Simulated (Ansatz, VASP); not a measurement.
LaAl2N3 in VASP and in Ansatz

File INCAR:

```
SYSTEM = LaAl2N3
PREC = Accurate
ENCUT = 600
EDIFF = 1E-6
ISMEAR = 0
SIGMA = 0.1
LREAL = .FALSE.
LASPH = .TRUE.
NELM = 80
ALGO = Normal
ISIF = 3
LWAVE = .FALSE.
LCHARG = .FALSE.
GGA = PE
IBRION = 2
NSW = 90
EDIFFG = -0.04
```

File KPOINTS:

```
Automatic mesh
0
G
  6 6 4
  0 0 0
```

Contents of POSCAR:

```
LaAl2N3
1.0
    4.0132943500      0.0000000000      0.0000000000
   -2.0066471800      3.4756148600      0.0000000000
    0.0000000000      0.0000000000      7.0196288500
La Al N
1 2 3
Direct
    0.0000000000      0.0000000000      0.0000000000
    0.0000000000      0.0000000000      0.3722211100
    0.0000000000      0.0000000000      0.6277788900
    0.5000000000      0.0000000000      0.0000000000
    0.0000000000      0.5000000000      0.0000000000
    0.5000000000      0.5000000000      0.0000000000
```

Input for Ansatz:

```yaml
crystal:
  lattice:
    - [4.01329435, 0.0, 0.0]
    - [-2.00664718, 3.47561486, 0.0]
    - [0.0, 0.0, 7.01962885]
  atoms:
    - { symbol: La, position: [0.0, 0.0, 0.0] }
    - { symbol: Al, position: [0.0, 0.0, 0.37222111] }
    - { symbol: Al, position: [0.0, 0.0, 0.62777889] }
    - { symbol: "N", position: [0.5, 0.0, 0.0] }
    - { symbol: "N", position: [0.0, 0.5, 0.0] }
    - { symbol: "N", position: [0.5, 0.5, 0.0] }
basis:
  ecutwfc: 420
kpoints:
  mp_grid: { grid: [6, 6, 4] }
hamiltonian:
  xc: pbe
scf:
  occupations: { method: gaussian, width: 0.1 }
  lower_state_search: "off"
output:
  forces: true
  stress: true
  eigenvalues: true
relax:
  adjacent_minimum: "off"
  f_tol: 0.04
  max_steps: 70
  cell: { stress_tol: 0.4 }
```

Alike in both runs: task relaxation of cell and atoms; functional PBE; k mesh 6 × 6 × 4; occupations gaussian, width 0.1 eV; no spin polarisation.

|  | VASP | Ansatz |
| --- | --- | --- |
| version | VASP 6.6.1 | Ansatz 0.2.0 |
| potentials or method | VASP PAW PBE potentials, release 64 (La, Al, N), cutoff 600 eV | scalar-relativistic, plane waves, PAW |
| valence electrons in the cell | 32 | 32 |

|  | VASP | Ansatz | Ansatz less VASP |
| --- | --- | --- | --- |
| gap on the k mesh at the Fermi level, each at its own relaxed structure (eV) | none | none | - |
| relaxed volume (Å³/atom) | 27.90 | 29.53 | +1.634 |
| relaxed cell length with the largest relative difference (Å) | 8.977 | 9.337 | +0.3597 |

A gap of «none» marks a metal or a gap that the smearing closes. One of these differences is far larger than is usual between the two programs; its cause wasn't traced.

Spin-orbit coupling is off throughout. Noted on VASP's run: the volume moved by over 15 % at a fixed basis, so the end points are rough.
